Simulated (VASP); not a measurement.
SiC, 4 atoms in the cell. It takes space group P6_3mc (No. 186, hexagonal). The conventional cell has a = 3.092 Å, b = 3.092 Å, c = 4.871 Å, α = 90.00°, β = 90.00°, γ = 120.00°. Si (site symmetry 3m) has 4 C at 1.83 to 1.88 Å within 2.4 Å. Within 2.4 Å of C (site symmetry 3m) lie 4 Si at 1.83 to 1.88 Å.  This cell differs from its parent crystal: strain +0.000 along x and y, -0.040 along z.

| Item | Value |
| --- | --- |
| Program | VASP 6.6.1 |
| Task | single point |
| Functional | PBE |
| Potentials or basis | VASP PAW PBE potentials, release 64 (Si, C) |
| Cutoff | 520 eV |
| k mesh | 12 × 12 × 6 |
| Occupations | gaussian, width 0.05 eV |
| Spin | no spin polarisation |
| Dipole correction | no |
| Further INCAR settings | ALGO = Normal; EDIFF = 1e-07; NBANDS = 16 |

Potentials or basis: VASP PAW PBE potentials, release 64 (Si, C).

Launch:

```bash
$ cat potpaw_PBE.64/Si/POTCAR potpaw_PBE.64/C/POTCAR > POTCAR
$ mpirun -np 1 vasp_std > vasp.out
```

Hardware: 1 thread of Intel Xeon 6975P-C, on a shared host.

Q: How long does it take, and how much memory?

A: Wall time 30 s on 1 thread of Intel Xeon 6975P-C, with other jobs on the host, peak memory 0.17 GiB. Counts: scf iterations 14, k points 76.
